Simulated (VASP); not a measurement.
The system is TiAl.

```xyz
2
Lattice="0.0000 2.5710 2.5710 2.5710 0.0000 2.5710 2.5710 2.5710 0.0000" Properties=species:S:1:pos:R:3 pbc="T T T"
Ti    0.0000    0.0000    0.0000
Al    3.8565    3.8565    3.8565
```

| Property | Result |
| --- | --- |
| Program | VASP 6.6.1 |
| Task | relaxation of cell and atoms |
| Functional | PBE |
| Potentials or basis | VASP PAW PBE potentials, release 64 (Ti_sv, Al) |
| Cutoff | 600 eV |
| k mesh | 6 × 6 × 6 |
| Occupations | gaussian, width 0.1 eV |
| Spin | no spin polarisation |

At the start: pressure 39.7 GPa; volume 16.99 Å³/atom.

Problem. How do energy, volume and symmetry change on relaxing?

Solution. Over 4 steps the energy falls by 897.4 meV/atom and the volume is 27.26 Å³/atom (+60.4 %); space group F-43m (No. 216, to 0.1 Å) before and after.

The path:
```
step  energy change (eV)  largest force (eV/Å)  pressure (GPa)  volume (Å³)
   1              0.0000                0.0000           39.65        33.99
   2             -1.7531                0.0000           -2.68        59.16
   3             -1.7938                0.0000            0.49        53.78
   4             -1.7948                0.0000           -0.06        54.53
```

Final structure:
```yaml
crystal:
  lattice:
    - [0.00000, 3.00970, 3.00970]
    - [3.00970, 0.00000, 3.00970]
    - [3.00970, 3.00970, 0.00000]
  atoms:
    - { symbol: Ti, position: [0.00000, 0.00000, 0.00000] }
    - { symbol: Al, position: [0.75000, 0.75000, 0.75000] }
```

Caveat: the volume moved by over 15 % at a fixed basis, so the end points are rough.
